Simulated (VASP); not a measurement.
A run of VASP 6.6.1 is set up as follows.

INCAR

```
SYSTEM = SiGe
PREC = Accurate
ENCUT = 520
EDIFF = 1E-7
ISMEAR = 0
SIGMA = 0.03
LREAL = .FALSE.
LASPH = .TRUE.
NELM = 60
ALGO = Normal
ISIF = 2
LWAVE = .FALSE.
LCHARG = .TRUE.
GGA = PS
LELF = .TRUE.
LVHAR = .TRUE.
NBANDS = 26
```

Contents of KPOINTS:

```
Automatic mesh
0
G
  12 12 6
  0 0 0
```

Contents of POSCAR:

```
SiGe
1.0
    4.0308393288      0.0000000000      0.0000000000
   -2.0154196644      3.4908092573      0.0000000000
    0.0000000000      0.0000000000      5.5504657557
Si Ge
2 2
Direct
    0.6666666667      0.3333333333      0.8745463082
    0.3333333333      0.6666666667      0.3745463082
    0.6666666667      0.3333333333      0.5004526918
    0.3333333333      0.6666666667      0.0004526918
```

Potentials or basis: VASP PAW PBE potentials, release 64 (Si, Ge_d).

Launch:

```sh
$ cat potpaw_PBE.64/Si/POTCAR potpaw_PBE.64/Ge_d/POTCAR > POTCAR
$ mpirun -np 1 vasp_std > vasp.out
```

Problem. What does it give for the pressure?

Solution. 14.4 GPa.

Problem. Predict the band gap on the k mesh.

Solution. Zero (bands 18 and 19 overlap by 0.88 eV).

Forces in eV/Å, atoms in the order of the input:
```
Si   0.000  0.000  4.131
Si   0.000  0.000  4.131
Ge   0.000  0.000 -4.131
Ge   0.000  0.000 -4.131
```

Caveat: the stress differs along the axes, from -5 to 53 GPa; the PAW data sets were made with another functional, which shifts forces and pressure a little.
